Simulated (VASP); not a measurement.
# Hf (Fm-3m) in VASP: notebook

The runs below take Hf through single point, relaxation of cell and atoms, with RPBE.

Everything below comes from runs of VASP 6.6.1. Logs are shortened: lines on timing, memory, paths and dates and some standing lists are left out, and cuts for length are marked.

### Step 1. The cell of the first run

It takes space group Fm-3m (No. 225, cubic). The conventional cell has a = 4.705 Å, b = 4.705 Å, c = 4.705 Å, α = 90.00°, β = 90.00°, γ = 90.00°. Hf (site symmetry m-3m) has 12 Hf at 3.33 Å within 4.4 Å.

### Step 2. Single point, RPBE (volume scaled by 1.12)

The input, INCAR:

```
SYSTEM = Hf
PREC     = Accurate       ! precision mode
ENCUT    = 520            ! plane-wave cutoff, eV
EDIFF    = 1E-6           ! SCF threshold, eV
ISMEAR   = -1             ! smearing method
SIGMA    = 0.1            ! smearing width, eV
LREAL    = .FALSE.        ! projectors in reciprocal space
LASPH    = .TRUE.         ! aspherical terms in the spheres
NELM     = 100            ! most SCF steps
ALGO     = Normal         ! electronic algorithm
ISIF     = 2              ! what is computed and relaxed
LWAVE    = .FALSE.        ! write WAVECAR
LCHARG   = .FALSE.        ! write CHGCAR
GGA      = RP             ! functional
NBANDS   = 11             ! bands
```

The input, KPOINTS:

```
regular mesh
0
G
  13 13 13
  0 0 0
```

The input, POSCAR:

```
Hf
1.0
    0.0000000000      2.3524295898      2.3524295898
    2.3524295898      0.0000000000      2.3524295898
    2.3524295898      2.3524295898      0.0000000000
Hf
1
Direct
    0.0000000000      0.0000000000      0.0000000000
```

Potentials or basis: VASP PAW PBE potentials, release 64 (Hf_pv).

Run with:

```sh
> cat potpaw_PBE.64/Hf_pv/POTCAR > POTCAR
> mpirun -np 1 vasp_std > vasp.out
```

OUTCAR:

```text
SYSTEM = Hf
   PREC = Accurate
   ENCUT = 520
   EDIFF = 1E-6
   ISMEAR = -1
   LREAL = .FALSE.
   LASPH = .TRUE.
   NELM = 100
   ISIF = 2
   GGA = RP

 ion  position               nearest neighbor table
   1  0.000  0.000  0.000-

  LATTYP: Found a face centered cubic cell.
 ALAT       =     4.7048591796

  Lattice vectors:

 A1 = (   0.0000000000,   2.3524295898,   2.3524295898)
 A2 = (   2.3524295898,   0.0000000000,   2.3524295898)
 A3 = (   2.3524295898,   2.3524295898,   0.0000000000)

Analysis of symmetry for initial positions (statically):
=====================================================================
 Subroutine PRICEL returns:
 Original cell was already a primitive cell.

 Routine SETGRP: Setting up the symmetry group for a
 face centered cubic supercell.

 Subroutine GETGRP returns: Found 48 space group operations
 (whereof 48 operations were pure point group operations)
 out of a pool of 48 trial point group operations.

The static configuration has the point symmetry O_h .

Analysis of symmetry for dynamics (positions and initial velocities):
=====================================================================
 Subroutine PRICEL returns:
 Original cell was already a primitive cell.

 Routine SETGRP: Setting up the symmetry group for a
 face centered cubic supercell.

 Subroutine GETGRP returns: Found 48 space group operations
 (whereof 48 operations were pure point group operations)
 out of a pool of 48 trial point group operations.

The dynamic configuration has the point symmetry O_h .

 Subroutine INISYM returns: Found 48 space group operations
 (whereof 48 operations are pure point group operations),
 and found     1 'primitive' translations

----------------------------------------------------------------------------------------

                                     Primitive cell

  volume of cell :      26.0363

  direct lattice vectors                    reciprocal lattice vectors
     0.000000000  2.352429590  2.352429590    -0.212546213  0.212546213  0.212546213
     2.352429590  0.000000000  2.352429590     0.212546213 -0.212546213  0.212546213
     2.352429590  2.352429590  0.000000000     0.212546213  0.212546213 -0.212546213

  length of vectors
     3.326837830  3.326837830  3.326837830     0.368140839  0.368140839  0.368140839

  position of ions in fractional coordinates (direct lattice)
     0.000000000  0.000000000  0.000000000

  ion indices of the primitive-cell ions
   primitive index   ion index
                 1           1

----------------------------------------------------------------------------------------

 KPOINTS: regular mesh

Automatic generation of k-mesh.
 Grid dimensions read from file:
 generate k-points for:   13   13   13

 Generating k-lattice:

  Cartesian coordinates                     Fractional coordinates (reciprocal lattice)
    -0.016349709  0.016349709  0.016349709     0.076923077  0.000000000  0.000000000
     0.016349709 -0.016349709  0.016349709     0.000000000  0.076923077  0.000000000
     0.016349709  0.016349709 -0.016349709     0.000000000  0.000000000  0.076923077

  Length of vectors
     0.028318526  0.028318526  0.028318526

  Shift w.r.t. Gamma in fractional coordinates (k-lattice)
     0.000000000  0.000000000  0.000000000

 Subroutine IBZKPT returns following result:
 ===========================================

 Found     84 irreducible k-points:

 Following reciprocal coordinates:
            Coordinates               Weight
  0.000000  0.000000  0.000000      1.000000
  0.076923  0.000000  0.000000      8.000000
  0.153846  0.000000  0.000000      8.000000
  0.230769  0.000000  0.000000      8.000000
  0.307692  0.000000  0.000000      8.000000
  0.384615  0.000000  0.000000      8.000000
[... 16 lines left out ...]
  0.384615  0.153846  0.000000     24.000000
  0.461538  0.153846  0.000000     24.000000
 [... further k-points ...]
   k-points           NKPTS =     84   k-points in BZ     NKDIM =     84   number of bands    NBANDS=     11
   number of dos      NEDOS =    301   number of ions     NIONS =      1
   total plane-waves  NPLWV =  21952
   dimension x,y,z NGX =    28 NGY =   28 NGZ =   28
   dimension x,y,z NGXF=    56 NGYF=   56 NGZF=   56
   ions per type =               1
   NGX,Y,Z   is equivalent  to a cutoff of  13.99, 13.99, 13.99 a.u.
   NGXF,Y,Z  is equivalent  to a cutoff of  27.98, 27.98, 27.98 a.u.
 SYSTEM =  Hf
   PREC   = accura    normal or accurate (medium, high low for compatibility)
   ISTART =      0    job   : 0-new  1-cont  2-samecut
   ICHARG =      2    charge: 1-file 2-atom 10-const
   ISPIN  =      1    spin polarized calculation?
   LNONCOLLINEAR =      F non collinear calculations
   LSORBIT =      F    spin-orbit coupling
   LASPH  =      T    aspherical Exc in radial PAW
   ENCUT  =  520.0 eV  38.22 Ry    6.18 a.u.   6.19  6.19  6.19*2*pi/ulx,y,z
   NELM   =    100;   NELMIN=  2; NELMDL= -5     # of ELM steps
   EDIFF  = 0.1E-05   stopping-criterion for ELM
   LREAL  =      F    real-space projection
   EDIFFG = 0.1E-04   stopping-criterion for IOM
   NSW    =      0    number of steps for IOM
   IBRION =     -1    ionic relax: 0-MD 1-quasi-New 2-CG
   NFREE  =      0    steps in history (QN), initial steepest desc. (CG)
   ISIF   =      2    stress and relaxation
   ISYM   =      2    0-nonsym 1-usesym 2-fastsym
   POTIM  = 0.5000    time-step for ionic-motion
   TEBEG  =    0.0;   TEEND  =   0.0 temperature during run
   PSTRESS=    0.0 pullay stress
   NELECT =      10.0000    total number of electrons
   NUPDOWN=      -1.0000    fix difference up-down
   EMIN   =  10.00;   EMAX   =-10.00  energy-range for DOS
   EFERMI =   0.00;   METHOD = LEGACY
   ISMEAR =    -1;   SIGMA  =   0.10  broadening in eV -4-tet -1-fermi 0-gaus
   EFERMI_NEDOS =   21; number of points for ismear=-14 and -15
   IALGO  =     38    algorithm
   IMIX   =      4    mixing-type and parameters
     AMIX     =   0.40;   BMIX     =  1.00
     AMIX_MAG =   1.60;   BMIX_MAG =  1.00
  volume/ion in A,a.u.               =      26.04       175.70
  Fermi-wavevector in a.u.,A,eV,Ry     =   1.190003  2.248780 19.267320  1.416108
  Thomas-Fermi vector in A             =   2.326098
   LORBIT       =      0    0 simple, 1 ext, 2 COOP (PROOUT), +10 PAW based schemes
   GGA     = RP    functional components
   LHFCALC =     F    Hartree Fock is set to
   AEXX    =    0.0000 exact exchange contribution
   IVDW    =     0    specifies the selected vdW correction
   LEPSILON=     F    determine dielectric tensor
   LRPA    =     F    only Hartree local field effects (RPA)
 non-spin polarized calculation
  energy-cutoff  :      520.00
  volume of cell :       26.04
 maximum number of plane-waves:       725
 NGX is ok and might be reduce to    28
   NGX = 13   NGY = 13   NGZ = 13

 number of electron      10.0000001 magnetization

 Free energy of the ion-electron system (eV)
  ---------------------------------------------------
  ext. energy  EPLUGINS =         0.00000000
  ---------------------------------------------------
  free energy    TOTEN  =        -9.36522640 eV

  energy without entropy =       -9.31031812  energy(sigma->0) =       -9.33777226

 E-fermi :   3.8519     XC(G=0): -10.5501

 val. band max:        3.8382489357   @ k =  -0.4615   0.0769   0.0000
 cond. band min:       3.8658661793   @ k =   0.3077   0.1538   0.0769
 fundamental gap:      0.0276172437
 Fermi energy:         3.8519460915

 k-point     1 :       0.0000    0.0000    0.0000
  band No.  band energies     occupation
      1     -26.7754      2.00000
      2     -26.7754      2.00000
      3     -26.7754      2.00000
      4      -2.8310      2.00000
      5       5.1778      0.00000
      6       5.1778      0.00000
      7       5.1778      0.00000
      8       7.4788      0.00000
      9       7.4788      0.00000
     10      14.6038      0.00000
     11      16.4375      0.00000

 k-point     2 :       0.0769    0.0000    0.0000
  band No.  band energies     occupation
      1     -26.8034      2.00000
      2     -26.7791      2.00000
      3     -26.7791      2.00000
      4      -2.6577      2.00000
      5       5.0043      0.00002
      6       5.2593      0.00000
      7       5.2593      0.00000
      8       7.3983      0.00000
      9       7.3983      0.00000
     10      14.9827      0.00000
     11      16.4369      0.00000

 k-point     3 :       0.1538    0.0000    0.0000
  band No.  band energies     occupation
      1     -26.8805      2.00000
      2     -26.7895      2.00000
      3     -26.7895      2.00000
      4      -2.1594      2.00000
      5       4.5873      0.00128
      6       5.4373      0.00000
      7       5.4373      0.00000
      8       7.2714      0.00000
      9       7.2714      0.00000
     10      15.6680      0.00000
     11      16.3197      0.00000

 k-point     4 :       0.2308    0.0000    0.0000
  band No.  band energies     occupation
      1     -26.9874      2.00000
      2     -26.8041      2.00000
      3     -26.8041      2.00000
      4      -1.4074      2.00000
      5       4.1319      0.11475
      6       5.5044      0.00000
      7       5.5044      0.00000
      8       7.3952      0.00000
      9       7.3952      0.00000
     10      14.6166      0.00000
     11      16.4371      0.00000
[... 239 lines left out ...]
 k-point    22 :       0.3077    0.1538    0.0000
  band No.  band energies     occupation
      1     -27.0379      2.00000
      2     -26.8483      2.00000
      3     -26.8457      2.00000
      4      -0.5891      2.00000
      5       3.5971      1.85496
      6       5.0853      0.00001
      7       5.9942      0.00000
      8       7.0290      0.00000
      9       8.3480      0.00000
     10      15.0288      0.00000
     11      16.4396      0.00000

 k-point    23 :       0.3846    0.1538    0.0000
  band No.  band energies     occupation
      1     -27.1247      2.00000
      2     -26.8688      2.00000
      3     -26.8604      2.00000
      4       0.2597      2.00000
      5       3.4049      1.97739
      6       4.6836      0.00049
      7       5.8554      0.00000
      8       7.9331      0.00000
      9       8.8840      0.00000
     10      13.3601      0.00000
     11      16.4192      0.00000

 k-point    24 :       0.4615    0.1538    0.0000
  band No.  band energies     occupation
      1     -27.1871      2.00000
      2     -26.8919      2.00000
      3     -26.8649      2.00000
      4       0.9385      2.00000
      5       3.3737      1.98338
      6       4.5293      0.00228
      7       5.6697      0.00000
      8       8.9275      0.00000
      9       9.2399      0.00000
     10      11.7618      0.00000
     11      15.7947      0.00000

 [... further k-points ...]

------------------------ aborting loop because EDIFF is reached ----------------------------------------

  FORCE on cell =-STRESS in cart. coord.  units (eV):
  Direction    XX          YY          ZZ          XY          YZ          ZX
  --------------------------------------------------------------------------------------
  -------------------------------------------------------------------------------------
  Total       -1.5453262     -1.5453262     -1.5453262     -0.0000000     -0.0000000     -0.0000000
  in kB      -95.0935051    -95.0935051    -95.0935051     -0.0000000     -0.0000000     -0.0000000
  external PRESSURE =     -95.0935051 kB  Pullay stress =       0.0000000 kB

 VOLUME and BASIS-vectors are now :
 -----------------------------------------------------------------------------
  energy-cutoff  :      520.00
  volume of cell :       26.04
      direct lattice vectors                 reciprocal lattice vectors
     0.000000000  2.352429590  2.352429590    -0.212546213  0.212546213  0.212546213
     2.352429590  0.000000000  2.352429590     0.212546213 -0.212546213  0.212546213
     2.352429590  2.352429590  0.000000000     0.212546213  0.212546213 -0.212546213

 POSITION                                       TOTAL-FORCE (eV/Angst)
 -----------------------------------------------------------------------------------
      0.00000      0.00000      0.00000         0.000000      0.000000      0.000000
 -----------------------------------------------------------------------------------
    total drift:                               -0.000000     -0.000000     -0.000000

  FREE ENERGIE OF THE ION-ELECTRON SYSTEM (eV)
  ---------------------------------------------------
  free  energy   TOTEN  =        -9.3652264016 eV

  energy  without entropy=       -9.3103181240  energy(sigma->0) =       -9.33777226
```

It took 17 s on 1 thread of Intel Xeon 6975P-C, shared host; peak memory 0.17 GiB.

Results:

```
Free energy            : -9.3652 eV
Pressure               : -9.5 GPa
Band gap on the k mesh : zero (band 5 reaches 5.18 eV, above the bottom of band 6 at 3.39 eV)
```

Levels at points of the mesh, in eV from the Fermi level:
```
           k point  band 3  band 4  band 5  band 6  band 7  band 8
(0.00, 0.00, 0.00)  -30.63   -6.68    1.33    1.33    1.33    3.63
```

Caveat: the PAW data sets were made with another functional, which shifts forces and pressure a little; spin-orbit coupling is left out, which moves the levels of the heavy elements.

(Continued in part 2 of 2.)
